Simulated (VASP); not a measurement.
# W (P6_3/mmc) in VASP: notebook, part 2 of 2

VASP 6.6.1. The steps go on from the part before.

## 4. Single point, r2SCAN

This run uses another cell than the first one, of 17.05 Å³/atom.

The input, POSCAR:

```
W
1.0
    2.9009331593      0.0000000000      0.0000000000
   -1.4504665796      2.5122818107      0.0000000000
    0.0000000000      0.0000000000      9.3560820043
W
4
Direct
    0.0000000000      0.0000000000      0.0000000000
    0.0000000000      0.0000000000      0.5000000000
    0.3333333333      0.6666666667      0.7500000000
    0.6666666667      0.3333333333      0.2500000000
```

The input, INCAR.step1:

```
SYSTEM = W
PREC = Accurate
ENCUT = 520
ISMEAR = 0
SIGMA = 0.1
LREAL = .FALSE.
LASPH = .TRUE.
NELM = 80
NBANDS = 36
GGA = PE
ALGO = Normal
EDIFF = 1E-4
LWAVE = .TRUE.
LCHARG = .FALSE.
```

The input, INCAR.step2:

```
SYSTEM = W
PREC = Accurate
ENCUT = 520
EDIFF = 1E-6
ISMEAR = 0
SIGMA = 0.1
LREAL = .FALSE.
LASPH = .TRUE.
NELM = 80
ALGO = Normal
ISIF = 2
LWAVE = .FALSE.
LCHARG = .FALSE.
METAGGA = R2SCAN
LMIXTAU = .TRUE.
NBANDS = 36
ISTART = 1
```

The input, KPOINTS:

```
Automatic mesh
0
G
  9 9 2
  0 0 0
```

Potentials or basis: VASP PAW PBE potentials, release 64 (W_sv).

The run is started by

```
cat potpaw_PBE.64/W_sv/POTCAR > POTCAR
cp INCAR.step1 INCAR
mpirun -np 1 vasp_std > vasp.out
cp INCAR.step2 INCAR
mpirun -np 1 vasp_std > vasp.out
```

OUTCAR:

```text
SYSTEM = W
   PREC = Accurate
   ENCUT = 520
   EDIFF = 1E-6
   ISMEAR = 0
   LREAL = .FALSE.
   LASPH = .TRUE.
   NELM = 80
   ISIF = 2
   METAGGA = R2SCAN
   ISTART = 1

 ion  position               nearest neighbor table
   1  0.000  0.000  0.000-   3 2.88   4 2.88   4 2.88   3 2.88   4 2.88   3 2.88
   2  0.000  0.000  0.500-   3 2.88   4 2.88   4 2.88   3 2.88   4 2.88   3 2.88
   3  0.333  0.667  0.750-   1 2.88   2 2.88   1 2.88   2 2.88   1 2.88   2 2.88
   4  0.667  0.333  0.250-   1 2.88   2 2.88   1 2.88   2 2.88   1 2.88   2 2.88

  LATTYP: Found a hexagonal cell.
 ALAT       =     2.9009331593
 C/A-ratio  =     3.2251973729

  Lattice vectors:

 A1 = (   2.9009331593,   0.0000000000,   0.0000000000)
 A2 = (  -1.4504665796,   2.5122818107,   0.0000000000)
 A3 = (   0.0000000000,   0.0000000000,   9.3560820043)

Analysis of symmetry for initial positions (statically):
=====================================================================
 Subroutine PRICEL returns:
 Original cell was already a primitive cell.

 Routine SETGRP: Setting up the symmetry group for a
 hexagonal supercell.

 Subroutine GETGRP returns: Found 24 space group operations
 (whereof 12 operations were pure point group operations)
 out of a pool of 24 trial point group operations.

The static configuration has the point symmetry D_3d.
 The point group associated with its full space group is D_6h.

Analysis of symmetry for dynamics (positions and initial velocities):
=====================================================================
 Subroutine PRICEL returns:
 Original cell was already a primitive cell.

 Routine SETGRP: Setting up the symmetry group for a
 hexagonal supercell.

 Subroutine GETGRP returns: Found 24 space group operations
 (whereof 12 operations were pure point group operations)
 out of a pool of 24 trial point group operations.

The dynamic configuration has the point symmetry D_3d.
 The point group associated with its full space group is D_6h.

 Subroutine INISYM returns: Found 24 space group operations
 (whereof 12 operations are pure point group operations),
 and found     1 'primitive' translations

----------------------------------------------------------------------------------------

                                     Primitive cell

  volume of cell :      68.1868

  direct lattice vectors                    reciprocal lattice vectors
     2.900933159  0.000000000  0.000000000     0.344716664  0.199022259  0.000000000
    -1.450466580  2.512281811  0.000000000     0.000000000  0.398044517  0.000000000
     0.000000000  0.000000000  9.356082004     0.000000000  0.000000000  0.106882347

  length of vectors
     2.900933159  2.900933159  9.356082004     0.398044517  0.398044517  0.106882347

  position of ions in fractional coordinates (direct lattice)
     0.000000000  0.000000000  0.000000000
     0.000000000  0.000000000  0.500000000
     0.333333333  0.666666667  0.750000000
     0.666666667  0.333333333  0.250000000

  ion indices of the primitive-cell ions
   primitive index   ion index
                 1           1
                 2           2
                 3           3
                 4           4

[... 22 lines left out ...]
 ===========================================

 Found     24 irreducible k-points:

 Following reciprocal coordinates:
            Coordinates               Weight
  0.000000  0.000000  0.000000      1.000000
  0.111111 -0.000000  0.000000      6.000000
  0.222222  0.000000  0.000000      6.000000
  0.333333 -0.000000  0.000000      6.000000
  0.444444  0.000000  0.000000      6.000000
  0.111111  0.111111  0.000000      6.000000
[... 16 lines left out ...]
  0.333333  0.222222  0.500000     12.000000
  0.333333  0.333333  0.500000      2.000000
   k-points           NKPTS =     24   k-points in BZ     NKDIM =     24   number of bands    NBANDS=     36
   number of dos      NEDOS =    301   number of ions     NIONS =      4
   total plane-waves  NPLWV =  40320
   dimension x,y,z NGX =    24 NGY =   24 NGZ =   70
   dimension x,y,z NGXF=    48 NGYF=   48 NGZF=  140
   ions per type =               4
   NGX,Y,Z   is equivalent  to a cutoff of  13.75, 13.75, 12.44 a.u.
   NGXF,Y,Z  is equivalent  to a cutoff of  27.51, 27.51, 24.88 a.u.
 SYSTEM =  W
   PREC   = accura    normal or accurate (medium, high low for compatibility)
   ISTART =      1    job   : 0-new  1-cont  2-samecut
   ICHARG =      0    charge: 1-file 2-atom 10-const
   ISPIN  =      1    spin polarized calculation?
   LNONCOLLINEAR =      F non collinear calculations
   LSORBIT =      F    spin-orbit coupling
   LASPH  =      T    aspherical Exc in radial PAW
   ENCUT  =  520.0 eV  38.22 Ry    6.18 a.u.   5.39  5.39 17.40*2*pi/ulx,y,z
   NELM   =     80;   NELMIN=  2; NELMDL=  0     # of ELM steps
   EDIFF  = 0.1E-05   stopping-criterion for ELM
   LREAL  =      F    real-space projection
   EDIFFG = 0.1E-04   stopping-criterion for IOM
   NSW    =      0    number of steps for IOM
   IBRION =     -1    ionic relax: 0-MD 1-quasi-New 2-CG
   NFREE  =      0    steps in history (QN), initial steepest desc. (CG)
   ISIF   =      2    stress and relaxation
   ISYM   =      2    0-nonsym 1-usesym 2-fastsym
   POTIM  = 0.5000    time-step for ionic-motion
   TEBEG  =    0.0;   TEEND  =   0.0 temperature during run
   PSTRESS=    0.0 pullay stress
   NELECT =      56.0000    total number of electrons
   NUPDOWN=      -1.0000    fix difference up-down
   EMIN   =  10.00;   EMAX   =-10.00  energy-range for DOS
   EFERMI =   0.00;   METHOD = LEGACY
   ISMEAR =     0;   SIGMA  =   0.10  broadening in eV -4-tet -1-fermi 0-gaus
   EFERMI_NEDOS =   21; number of points for ismear=-14 and -15
   IALGO  =     38    algorithm
   IMIX   =      4    mixing-type and parameters
     AMIX     =   0.40;   BMIX     =  1.00
     AMIX_MAG =   1.60;   BMIX_MAG =  1.00
  volume/ion in A,a.u.               =      17.05       115.04
  Fermi-wavevector in a.u.,A,eV,Ry     =   1.533101  2.897141 31.979121  2.350399
  Thomas-Fermi vector in A             =   2.640215
   LORBIT       =      0    0 simple, 1 ext, 2 COOP (PROOUT), +10 PAW based schemes
   METAGGA = R2SCAN    functional components
   LHFCALC =     F    Hartree Fock is set to
   AEXX    =    0.0000 exact exchange contribution
   IVDW    =     0    specifies the selected vdW correction
   LEPSILON=     F    determine dielectric tensor
   LRPA    =     F    only Hartree local field effects (RPA)
 non-spin polarized calculation
 Gauss-broadening in eV      SIGMA  =   0.10
  energy-cutoff  :      520.00
  volume of cell :       68.19
 maximum number of plane-waves:      1883
 NGX is ok and might be reduce to    24
   NGX = 11   NGY = 11   NGZ = 35

 number of electron      55.9999986 magnetization

 Free energy of the ion-electron system (eV)
  ---------------------------------------------------
  ext. energy  EPLUGINS =         0.00000000
  ---------------------------------------------------
  free energy    TOTEN  =      -202.78120375 eV

  energy without entropy =     -202.75288727  energy(sigma->0) =     -202.76704551

 E-fermi :   9.8321     XC(G=0): -14.4888

 val. band max:        9.8037161699   @ k =   0.4444   0.1111   0.0000
 cond. band min:       9.8339401943   @ k =   0.2222   0.0000   0.0000
 fundamental gap:      0.0302240244
 Fermi energy:         9.8320951292

 k-point     1 :       0.0000    0.0000    0.0000
  band No.  band energies     occupation
      1     -65.8440      2.00000
      2     -65.7995      2.00000
      3     -65.7802      2.00000
      4     -65.7354      2.00000
      5     -29.8947      2.00000
      6     -29.3617      2.00000
[... 925 lines left out ...]
     35      14.3005      0.00000
     36      14.3005      0.00000

------------------------ aborting loop because EDIFF is reached ----------------------------------------

  FORCE on cell =-STRESS in cart. coord.  units (eV):
  Direction    XX          YY          ZZ          XY          YZ          ZX
  --------------------------------------------------------------------------------------
  -------------------------------------------------------------------------------------
  Total       -7.0735040     -7.0735040     -2.2913430     -0.0000000      0.0000000      0.0000000
  in kB     -166.2053854   -166.2053854    -53.8394475     -0.0000000      0.0000000      0.0000000
  external PRESSURE =    -128.7500728 kB  Pullay stress =       0.0000000 kB

 VOLUME and BASIS-vectors are now :
 -----------------------------------------------------------------------------
  energy-cutoff  :      520.00
  volume of cell :       68.19
      direct lattice vectors                 reciprocal lattice vectors
     2.900933159  0.000000000  0.000000000     0.344716664  0.199022259  0.000000000
    -1.450466580  2.512281811  0.000000000     0.000000000  0.398044517  0.000000000
     0.000000000  0.000000000  9.356082004     0.000000000  0.000000000  0.106882347

 POSITION                                       TOTAL-FORCE (eV/Angst)
 -----------------------------------------------------------------------------------
      0.00000      0.00000      0.00000        -0.000000      0.000000     -0.000000
      0.00000      0.00000      4.67804        -0.000000      0.000000     -0.000000
     -0.00000      1.67485      7.01706        -0.000000      0.000000      0.000000
      1.45047      0.83743      2.33902         0.000000     -0.000000     -0.000000
 -----------------------------------------------------------------------------------
    total drift:                                0.000000      0.000000     -0.000000

  FREE ENERGIE OF THE ION-ELECTRON SYSTEM (eV)
  ---------------------------------------------------
  free  energy   TOTEN  =      -202.7812037538 eV

  energy  without entropy=     -202.7528872659  energy(sigma->0) =     -202.76704551
```

It took 87 s on 1 thread of Intel Xeon 6975P-C (Granite Rapids), shared host; peak memory 0.22 GiB.

Results:

```yaml
Free_energy: -202.7812 eV
Pressure: -12.9 GPa
Band_gap_on_the_k_mesh: zero (bands 28 and 29 overlap by 1.14 eV)
```

Stress tensor (GPa, compression positive):
```
-16.62   0.00   0.00
  0.00 -16.62   0.00
  0.00   0.00  -5.38
```

Caveat: the cell stands under tension; the PAW data sets were made with another functional, which shifts forces and pressure a little; spin-orbit coupling is left out, which moves the levels of the heavy elements.

## 5. Overview

```csv
cell,k mesh,gap on the mesh (eV),pressure (GPa)
"a = 2.766, b = 2.766, c = 9.867 Å, angles 90.0, 90.0, 120.0°, 4 atoms",6 × 6 × 2,none,1.2
"a = 2.768, b = 2.768, c = 9.816 Å, angles 90.0, 90.0, 120.0°, 4 atoms",9 × 9 × 2,none,1.1
"a = 2.901, b = 2.901, c = 9.356 Å, angles 90.0, 90.0, 120.0°, 4 atoms",9 × 9 × 2,none,-12.9
```

Alike in all rows: task single point; level r2SCAN; potentials or basis VASP PAW PBE potentials, release 64 (W_sv); no spin polarisation; cutoff (eV) 520; smearing gaussian 0.1 eV.

Caveats: some runs use coarse meshes; the PAW data sets were made with another functional, which shifts forces and pressure a little; spin-orbit coupling is left out, which moves the levels of the heavy elements; the cell stands under tension (at least some runs).

Absolute energies hang on the potentials; compare differences alone.
